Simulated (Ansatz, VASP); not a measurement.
## One calculation of GaN, two programs

The input POSCAR:

```
GaN
1.0
    3.1194863886      0.0000000000      0.0000000000
   -1.5597431943      2.7015544593      0.0000000000
    0.0000000000      0.0000000000      5.0799527247
Ga N
2 2
Direct
    0.3333333333      0.6666666667     -0.0008071153
    0.6666666667      0.3333333333      0.4991928847
    0.3333333333      0.6666666667      0.3758071153
    0.6666666667      0.3333333333      0.8758071153
```

The input INCAR.step1:

```
SYSTEM = GaN
ALGO = Normal ; EDIFF = 1E-4
ENCUT = 520 ; GGA = PE
ISMEAR = 0 ; LASPH = .True.
LCHARG = .False. ; LREAL = .False.
LWAVE = .True. ; NBANDS = 26
NELM = 60 ; PREC = Accurate
SIGMA = 0.01
```

Contents of INCAR.step2:

```
SYSTEM = GaN
ALGO = Normal ; EDIFF = 1E-6
ENCUT = 520 ; ISIF = 2
ISMEAR = 0 ; ISTART = 1
LASPH = .True. ; LCHARG = .False.
LMIXTAU = .True. ; LREAL = .False.
LWAVE = .False. ; METAGGA = R2SCAN
NBANDS = 26 ; NELM = 60
PREC = Accurate ; SIGMA = 0.01
```

KPOINTS

```
k-points
0
Gamma
  12 12 6
  0 0 0
```

Input for Ansatz:

```yaml
crystal:
  lattice:
    - [3.1194863886, 0.0, 0.0]
    - [-1.5597431943, 2.7015544593, 0.0]
    - [0.0, 0.0, 5.0799527247]
  atoms:
    - { symbol: Ga, position: [0.3333333333, 0.6666666667, -0.0008071153] }
    - { symbol: Ga, position: [0.6666666667, 0.3333333333, 0.4991928847] }
    - { symbol: "N", position: [0.3333333333, 0.6666666667, 0.3758071153] }
    - { symbol: "N", position: [0.6666666667, 0.3333333333, 0.8758071153] }
kpoints:
  mp_grid: { grid: [12, 12, 6] }
  band_path:
    path:
      - [0.0, 0.0, 0.0]
      - [0.5, 0.0, 0.0]
      - [0.3333333333, 0.3333333333, 0.0]
      - [0.0, 0.0, 0.5]
      - [0.5, 0.0, 0.5]
      - [0.3333333333, 0.3333333333, 0.5]
    npoints: 1
hamiltonian:
  xc: r2scan
scf:
  occupations: { method: fixed }
  n_extra_bands: 5
output:
  forces: true
  stress: true
  eigenvalues: true
  write_density: true
  write_potential: true
  elf: true
  volumetric_format: npy
```

Change from the starting cell: hydrostatic strain -2.0%.

Alike in both runs: task single point; functional r2SCAN; k mesh 12 × 12 × 6; no spin polarisation.

```csv
,VASP,Ansatz
version,VASP 6.6.1,Ansatz 0.2.0
potentials or method,"VASP PAW PBE potentials, release 64 (Ga_d, N)","plane waves, PAW"
plane-wave cutoff (eV),520,500
occupations,"gaussian, width 0.01 eV",fixed
valence electrons in the cell,36,36
```

Ansatz gave:

```
gap on the k mesh at the Fermi level (eV)                     : 2.77
pressure (GPa)                                                : 13.6
traceless stress, the component that is largest in VASP (GPa) : 0.03
```

Question: Which values does VASP return?

Answer: gap on the k mesh at the Fermi level (eV): 2.76; pressure (GPa): 14.9; traceless stress, the component that is largest in VASP (GPa): -0.07.

VASP's potentials were made for PBE, not for r2SCAN.
